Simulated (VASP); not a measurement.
# Sn5As3 (Pm-3m) in VASP: further runs

Sn5As3 is run at these levels: PBE; tasks: single point.

Everything below comes from runs of VASP 6.6.1. Logs are shortened: lines on timing, memory, paths and dates and some standing lists are left out, and cuts for length are marked.

## (1) The cell of the first run

It takes space group Pm-3m (No. 221, cubic). The conventional cell has a = 5.927 Å, b = 5.927 Å, c = 5.927 Å, α = 90.00°, β = 90.00°, γ = 90.00°. Sn (site symmetry m-3m) has 6 Sn at 2.96 Å within 3.9 Å. Within 3.9 Å of Sn (site symmetry 4/mmm) lie 2 Sn at 2.96 Å and 4 As at 2.96 Å. Within 3.9 Å of Sn (site symmetry m-3m) lie 6 As at 2.96 Å. As (site symmetry 4/mmm) has 6 Sn at 2.96 Å within 3.9 Å.

## (2) Single point, PBE

INCAR reads:

```
SYSTEM = Sn5As3
PREC = Accurate ; ENCUT = 520
EDIFF = 1E-6 ; ISMEAR = 0
SIGMA = 0.2 ; LREAL = .FALSE.
LASPH = .TRUE. ; NELM = 80
ALGO = Fast ; ISIF = 2
LWAVE = .FALSE. ; LCHARG = .TRUE.
GGA = PE ; LELF = .TRUE.
LVHAR = .TRUE. ; NBANDS = 52
```

KPOINTS reads:

```
Automatic mesh
0
G
  3 3 3
  0 0 0
```

POSCAR reads:

```
Sn5As3
1.0
    5.9267829675      0.0000000000      0.0000000000
    0.0000000000      5.9267829675      0.0000000000
    0.0000000000      0.0000000000      5.9267829675
Sn As
5 3
Direct
    0.0000000000      0.0000000000      0.0000000000
    0.5000000000      0.0000000000      0.0000000000
    0.5000000000      0.5000000000      0.5000000000
    0.0000000000      0.5000000000      0.0000000000
    0.0000000000      0.0000000000      0.5000000000
    0.5000000000      0.0000000000      0.5000000000
    0.5000000000      0.5000000000      0.0000000000
    0.0000000000      0.5000000000      0.5000000000
```

Potentials or basis: VASP PAW PBE potentials, release 64 (Sn_d, As).

On the command line:

```console
> cat potpaw_PBE.64/Sn_d/POTCAR potpaw_PBE.64/As/POTCAR > POTCAR
> mpirun -np 1 vasp_std > vasp.out
```

OUTCAR:

```text
SYSTEM = Sn5As3
   PREC = Accurate
   ENCUT = 520
   EDIFF = 1E-6
   ISMEAR = 0
   LREAL = .FALSE.
   LASPH = .TRUE.
   NELM = 80
   ISIF = 2
   GGA = PE

 ion  position               nearest neighbor table
   1  0.000  0.000  0.000-   2 2.96   4 2.96   5 2.96   5 2.96   4 2.96   2 2.96
   2  0.500  0.000  0.000-   1 2.96   6 2.96   7 2.96   6 2.96   7 2.96   1 2.96
   3  0.500  0.500  0.500-   6 2.96   7 2.96   8 2.96   7 2.96   6 2.96   8 2.96
   4  0.000  0.500  0.000-   1 2.96   7 2.96   8 2.96   8 2.96   1 2.96   7 2.96
   5  0.000  0.000  0.500-   1 2.96   6 2.96   8 2.96   1 2.96   8 2.96   6 2.96
   6  0.500  0.000  0.500-   2 2.96   3 2.96   5 2.96   2 2.96   3 2.96   5 2.96
   7  0.500  0.500  0.000-   2 2.96   3 2.96   4 2.96   3 2.96   2 2.96   4 2.96
   8  0.000  0.500  0.500-   3 2.96   4 2.96   5 2.96   4 2.96   5 2.96   3 2.96

  LATTYP: Found a simple cubic cell.
 ALAT       =     5.9267829675

  Lattice vectors:

 A1 = (   5.9267829675,   0.0000000000,   0.0000000000)
 A2 = (   0.0000000000,   5.9267829675,   0.0000000000)
 A3 = (   0.0000000000,   0.0000000000,   5.9267829675)

Analysis of symmetry for initial positions (statically):
=====================================================================
 Subroutine PRICEL returns:
 Original cell was already a primitive cell.

 Routine SETGRP: Setting up the symmetry group for a
 simple cubic supercell.

 Subroutine GETGRP returns: Found 48 space group operations
 (whereof 48 operations were pure point group operations)
 out of a pool of 48 trial point group operations.

The static configuration has the point symmetry O_h .

Analysis of symmetry for dynamics (positions and initial velocities):
=====================================================================
 Subroutine PRICEL returns:
 Original cell was already a primitive cell.

 Routine SETGRP: Setting up the symmetry group for a
 simple cubic supercell.

 Subroutine GETGRP returns: Found 48 space group operations
 (whereof 48 operations were pure point group operations)
 out of a pool of 48 trial point group operations.

The dynamic configuration has the point symmetry O_h .

 Subroutine INISYM returns: Found 48 space group operations
 (whereof 48 operations are pure point group operations),
 and found     1 'primitive' translations

----------------------------------------------------------------------------------------
[... 89 lines left out ...]
   NFREE  =      0    steps in history (QN), initial steepest desc. (CG)
   ISIF   =      2    stress and relaxation
   ISYM   =      2    0-nonsym 1-usesym 2-fastsym
   POTIM  = 0.5000    time-step for ionic-motion
   TEBEG  =    0.0;   TEEND  =   0.0 temperature during run
   PSTRESS=    0.0 pullay stress
   NELECT =      85.0000    total number of electrons
   NUPDOWN=      -1.0000    fix difference up-down
   EMIN   =  10.00;   EMAX   =-10.00  energy-range for DOS
   EFERMI =   0.00;   METHOD = LEGACY
   ISMEAR =     0;   SIGMA  =   0.20  broadening in eV -4-tet -1-fermi 0-gaus
   EFERMI_NEDOS =   21; number of points for ismear=-14 and -15
   IALGO  =     68    algorithm
   IMIX   =      4    mixing-type and parameters
     AMIX     =   0.40;   BMIX     =  1.00
     AMIX_MAG =   1.60;   BMIX_MAG =  1.00
  volume/ion in A,a.u.               =      26.02       175.62
  Fermi-wavevector in a.u.,A,eV,Ry     =   1.214494  2.295061 20.068541  1.474996
  Thomas-Fermi vector in A             =   2.349912
   LORBIT       =      0    0 simple, 1 ext, 2 COOP (PROOUT), +10 PAW based schemes
   GGA     = PE    functional components
   LHFCALC =     F    Hartree Fock is set to
   AEXX    =    0.0000 exact exchange contribution
   IVDW    =     0    specifies the selected vdW correction
   LEPSILON=     F    determine dielectric tensor
   LRPA    =     F    only Hartree local field effects (RPA)
 non-spin polarized calculation
 RMM-DIIS sequential band-by-band and
 Gauss-broadening in eV      SIGMA  =   0.20
  energy-cutoff  :      520.00
  volume of cell :      208.19
 maximum number of plane-waves:      5644
 NGX is ok and might be reduce to    48
   NGX = 23   NGY = 23   NGZ = 23

 number of electron      84.9999952 magnetization

 Free energy of the ion-electron system (eV)
  ---------------------------------------------------
  ext. energy  EPLUGINS =         0.00000000
  ---------------------------------------------------
  free energy    TOTEN  =       -33.09253124 eV

  energy without entropy =      -32.91344084  energy(sigma->0) =      -33.00298604

 E-fermi :   6.2714     XC(G=0): -10.0041

 val. band max:        6.2317430968   @ k =   0.3333   0.0000   0.0000
 cond. band min:       6.2862937357   @ k =   0.3333   0.3333   0.3333
 fundamental gap:      0.0545506388
 Fermi energy:         6.2714186270

 k-point     1 :       0.0000    0.0000    0.0000
  band No.  band energies     occupation
      1     -15.3571      2.00000
      2     -15.3571      2.00000
      3     -15.1979      2.00000
      4     -15.1979      2.00000
      5     -15.1979      2.00000
      6     -15.0760      2.00000
[... 209 lines left out ...]
     51       9.4730      0.00000
     52       9.6765      0.00000

------------------------ aborting loop because EDIFF is reached ----------------------------------------

  FORCE on cell =-STRESS in cart. coord.  units (eV):
  Direction    XX          YY          ZZ          XY          YZ          ZX
  --------------------------------------------------------------------------------------
  -------------------------------------------------------------------------------------
  Total       -0.1147747     -0.1147747     -0.1147747     -0.0000000     -0.0000000     -0.0000000
  in kB       -0.8832828     -0.8832828     -0.8832828     -0.0000000     -0.0000000     -0.0000000
  external PRESSURE =      -0.8832828 kB  Pullay stress =       0.0000000 kB

 VOLUME and BASIS-vectors are now :
 -----------------------------------------------------------------------------
  energy-cutoff  :      520.00
  volume of cell :      208.19
      direct lattice vectors                 reciprocal lattice vectors
     5.926782968  0.000000000  0.000000000     0.168725598  0.000000000  0.000000000
     0.000000000  5.926782968  0.000000000     0.000000000  0.168725598  0.000000000
     0.000000000  0.000000000  5.926782968     0.000000000  0.000000000  0.168725598

 POSITION                                       TOTAL-FORCE (eV/Angst)
 -----------------------------------------------------------------------------------
      0.00000      0.00000      0.00000         0.000000      0.000000      0.000000
      2.96339      0.00000      0.00000         0.000000      0.000000      0.000000
      2.96339      2.96339      2.96339         0.000000      0.000000      0.000000
      0.00000      2.96339      0.00000         0.000000      0.000000      0.000000
      0.00000      0.00000      2.96339         0.000000      0.000000      0.000000
      2.96339      0.00000      2.96339         0.000000      0.000000      0.000000
      2.96339      2.96339      0.00000         0.000000      0.000000      0.000000
      0.00000      2.96339      2.96339         0.000000      0.000000      0.000000
 -----------------------------------------------------------------------------------
    total drift:                                0.000000      0.000000      0.000000

  FREE ENERGIE OF THE ION-ELECTRON SYSTEM (eV)
  ---------------------------------------------------
  free  energy   TOTEN  =       -33.0925312398 eV

  energy  without entropy=      -32.9134408431  energy(sigma->0) =      -33.00298604
```

OSZICAR:

```text
N       E                     dE             d eps       ncg     rms          rms(c)
DAV:   1     0.934652602840E+03    0.93465E+03   -0.39578E+04   432   0.222E+03
DAV:   2     0.125711390600E+03   -0.80894E+03   -0.79236E+03   416   0.621E+02
DAV:   3    -0.221219106520E+02   -0.14783E+03   -0.14430E+03   460   0.213E+02
DAV:   4    -0.329984524025E+02   -0.10877E+02   -0.10647E+02   472   0.581E+01
DAV:   5    -0.334185157062E+02   -0.42006E+00   -0.41619E+00   544   0.112E+01    0.489E+00
RMM:   6    -0.330898198473E+02    0.32870E+00   -0.82538E-01   484   0.420E+00    0.286E+00
RMM:   7    -0.330856180587E+02    0.42018E-02   -0.17269E-01   570   0.168E+00    0.150E+00
RMM:   8    -0.330911634821E+02   -0.55454E-02   -0.70804E-02   575   0.108E+00    0.487E-01
RMM:   9    -0.330920457000E+02   -0.88222E-03   -0.12109E-02   589   0.583E-01    0.113E-01
RMM:  10    -0.330924940221E+02   -0.44832E-03   -0.41621E-03   642   0.294E-01    0.880E-02
RMM:  11    -0.330925079336E+02   -0.13911E-04   -0.95699E-04   550   0.154E-01    0.193E-02
RMM:  12    -0.330925309545E+02   -0.23021E-04   -0.27094E-04   681   0.750E-02    0.105E-02
RMM:  13    -0.330925323892E+02   -0.14348E-05   -0.35452E-05   574   0.246E-02    0.629E-03
RMM:  14    -0.330925309888E+02    0.14004E-05   -0.44896E-06   398   0.144E-02    0.267E-03
RMM:  15    -0.330925312398E+02   -0.25100E-06   -0.12575E-06   290   0.663E-03
   1 F= -.33092531E+02 E0= -.33002986E+02  d E =-.179090E+00
```

stdout:

```text
POSCAR found type information on POSCAR SnAs
 POSCAR found :  2 types and       8 ions
 scaLAPACK will be used
 LDA part: xc-table for (Slater+PW92), standard interpolation
 POSCAR, INCAR and KPOINTS ok, starting setup
 FFT: planning ... GRIDC
 FFT: planning ... GRID_SOFT
 FFT: planning ... GRID
 WAVECAR not read
 entering main loop
```

Run time: 41 s. Hardware: 1 thread of Intel Xeon 6975P-C (Granite Rapids), shared host; peak memory 0.32 GiB.

Results:

| Property | Result |
| --- | --- |
| Free energy | -33.0925 eV |
| Pressure | -0.1 GPa |
| Band gap on the k mesh | zero (an odd number of electrons rules out a gap without spin polarisation) |

Levels at points of the mesh, in eV from the Fermi level:
| k point | band 39 | band 40 | band 41 | band 42 | band 43 | band 44 | band 45 | band 46 | band 47 | band 48 |
| --- | --- | --- | --- | --- | --- | --- | --- | --- | --- | --- |
| (0.00, 0.00, 0.00) | -2.46 | -2.46 | -2.46 | -1.77 | -0.42 | -0.42 | -0.42 | 3.17 | 3.17 | 3.17 |

Caveat: spin-orbit coupling is left out, which moves the levels of the heavy elements.

(Part 1 of 2 ends here.)

The gap in the log of VASP goes by the Fermi energy; the results here count the filled bands.